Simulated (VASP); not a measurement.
In, 1 atom in the cell. It takes space group Pm-3m (No. 221, cubic). Conventional cell: a = 2.735 Å, b = 2.735 Å, c = 2.735 Å, α = 90.00°, β = 90.00°, γ = 90.00°. In (site symmetry m-3m) has 6 In at 2.73 Å within 3.6 Å.  This cell differs from its parent crystal: volume scaled by 0.78.

| Item | Value |
| --- | --- |
| Program | VASP 6.6.1 |
| Task | single point |
| Functional | LDA |
| Potentials or basis | VASP PAW LDA potentials, release 64 (In_d) |
| Cutoff | 520 eV |
| k mesh | 14 × 14 × 14 |
| Occupations | fermi-dirac, width 0.05 eV |
| Spin | no spin polarisation |
| Dipole correction | no |
| Further INCAR settings | ALGO = Normal; EDIFF = 1e-06; NBANDS = 12 |

Potentials or basis: VASP PAW LDA potentials, release 64 (In_d).

Run with:

```sh
$ cat potpaw_LDA.64/In_d/POTCAR > POTCAR
$ mpirun -np 1 vasp_std > vasp.out
```

Hardware: 1 thread of AMD EPYC 7R13 Processor (Zen 3), with other jobs on the host.

Question: How long does it take, and how much memory?

Answer: It took 12 s on 1 thread of AMD EPYC 7R13 Processor (Zen 3), on a shared host, peak memory 0.11 GiB. Counts: scf iterations 11, k points 120.
